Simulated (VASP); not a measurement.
Wanted: the native input for a VASP 6.6.1 run.

| Property | Result |
| --- | --- |
| Task | single point |
| Functional | r2SCAN |
| Potentials or basis | VASP PAW PBE potentials, release 64 (C, O) |
| Cutoff | 520 eV |
| k mesh | 8 × 8 × 4 |
| Occupations | gaussian, width 0.01 eV |
| Spin | no spin polarisation |
| Dipole correction | no |
| Further INCAR settings | ALGO = Normal; EDIFF = 1e-06; NBANDS = 25 |

Crystal: CO2.

```xyz
6
Lattice="2.6429 -2.2811 0.0000 2.6429 2.2811 0.0000 0.0000 0.0000 6.4270" Properties=species:S:1:pos:R:3 pbc="T T T"
C     0.0000    0.0000    0.0000
C     2.6429    0.0000    3.2135
O     2.6429   -1.3469    5.7392
O     2.6429    1.3469    0.6878
O     2.6429   -0.9342    2.5257
O     2.6429    0.9342    3.9013
```

This cell differs from its parent crystal: uniaxial y strain -4.2%.

The input as run:

POSCAR

```
CO2
1.0
    2.6429037954     -2.2811097426      0.0000000000
    2.6429037954      2.2811097426      0.0000000000
    0.0000000000      0.0000000000      6.4270321019
C O
2 4
Direct
    0.0000000000      0.0000000000      0.0000000000
    0.5000000000      0.5000000000      0.5000000000
    0.7952221297      0.2047778703      0.8929834749
    0.2047778703      0.7952221297      0.1070165251
    0.7047778703      0.2952221297      0.3929834749
    0.2952221297      0.7047778703      0.6070165251
```

INCAR.step1

```
SYSTEM = CO2
ALGO = Normal
EDIFF = 1E-4
ENCUT = 520
GGA = PE
ISMEAR = 0
LASPH = .TRUE.
LCHARG = .FALSE.
LREAL = .FALSE.
LWAVE = .TRUE.
NBANDS = 25
NELM = 80
PREC = Accurate
SIGMA = 0.01
```

INCAR.step2

```
SYSTEM = CO2
ALGO = Normal
EDIFF = 1E-6
ENCUT = 520
ISIF = 2
ISMEAR = 0
ISTART = 1
LASPH = .TRUE.
LCHARG = .TRUE.
LELF = .TRUE.
LMIXTAU = .TRUE.
LREAL = .FALSE.
LVHAR = .TRUE.
LWAVE = .FALSE.
METAGGA = R2SCAN
NBANDS = 25
NELM = 80
PREC = Accurate
SIGMA = 0.01
```

KPOINTS

```
k-points
0
G
  8 8 4
  0 0 0
```

Potentials or basis: VASP PAW PBE potentials, release 64 (C, O).

Launch:

```sh
$ cat potpaw_PBE.64/C/POTCAR potpaw_PBE.64/O/POTCAR > POTCAR
$ cp INCAR.step1 INCAR
$ mpirun -np 1 vasp_std > vasp.out
$ cp INCAR.step2 INCAR
$ mpirun -np 1 vasp_std > vasp.out
```

Results of the run:

| Item | Value |
| --- | --- |
| Pressure | 3.4 GPa |
| Largest force | 0.707 eV/Å |
| Band gap on the k mesh | 7.36 eV (least direct gap 8.00 eV) |

Caveat: the cell differs from its parent crystal (uniaxial y strain -4.2%); the cell stands under pressure; the PAW data sets were made with another functional, which shifts forces and pressure a little.

Run time: 11 min on 1 thread of Intel Xeon 8259CL, with other jobs on the host, peak memory 0.25 GiB.
